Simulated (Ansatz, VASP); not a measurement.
# Mo in VASP and in Ansatz

Contents of INCAR:

```
SYSTEM = Mo
PREC     = Accurate       ! precision mode
ENCUT    = 520            ! plane-wave cutoff, eV
EDIFF    = 1E-6           ! SCF threshold, eV
ISMEAR   = -1             ! smearing method
SIGMA    = 0.1            ! smearing width, eV
LREAL    = .FALSE.        ! projectors in reciprocal space
LASPH    = .TRUE.         ! aspherical terms in the spheres
NELM     = 80             ! most SCF steps
ALGO     = Normal         ! electronic algorithm
ISIF     = 2              ! what is computed and relaxed
LWAVE    = .FALSE.        ! write WAVECAR
LCHARG   = .TRUE.         ! write CHGCAR
GGA      = CA             ! functional
LELF     = .TRUE.         ! ELF
LVHAR    = .TRUE.       
NBANDS   = 13             ! bands
```

Contents of KPOINTS:

```
Automatic mesh
0
G
  19 19 19
  0 0 0
```

POSCAR

```
Mo
1.0
   -1.4441408237      1.4441408237      1.4441408237
    1.4441408237     -1.4441408237      1.4441408237
    1.4441408237      1.4441408237     -1.4441408237
Mo
1
Direct
    0.0000000000      0.0000000000      0.0000000000
```

Input for Ansatz:

```yaml
crystal:
  lattice:
    - [-1.4441408237, 1.4441408237, 1.4441408237]
    - [1.4441408237, -1.4441408237, 1.4441408237]
    - [1.4441408237, 1.4441408237, -1.4441408237]
  atoms:
    - { symbol: Mo, position: [0.0, 0.0, 0.0] }
kpoints:
  mp_grid: { grid: [19, 19, 19] }
scf:
  occupations: { method: fermi_dirac, width: 0.1 }
hamiltonian:
  xc: lda
  pseudopotentials: { kind: all_electron, lapw: { basis_error: 0.001 } }
output:
  forces: true
  stress: true
  eigenvalues: true
  populations: true
```

Change from the starting cell: volume scaled by 0.8, LAPW.

Alike in both runs: task single point; functional LDA; k mesh 19 × 19 × 19; occupations fermi-dirac, width 0.1 eV; no spin polarisation.

```csv
,VASP,Ansatz
version,VASP 6.6.1,Ansatz 0.2.0
potentials or method,"VASP PAW LDA potentials, release 64 (Mo_sv), cutoff 520 eV","all-electron LAPW, scalar-relativistic"
```

Ansatz gave:

| Item | Value |
| --- | --- |
| pressure (GPa) | 102.9 |

Question: Which values does VASP return?

Answer: Pressure (GPa): 105.4.

LDA's correlation is that of Perdew and Zunger in VASP and of Perdew and Wang (1992) in Ansatz. Both programs put the cell under a high pressure, so it lies far from rest at this level. Ansatz ran all-electron here, and VASP with PAW potentials.

Noted on VASP's run: the cell as given lies far from equilibrium.
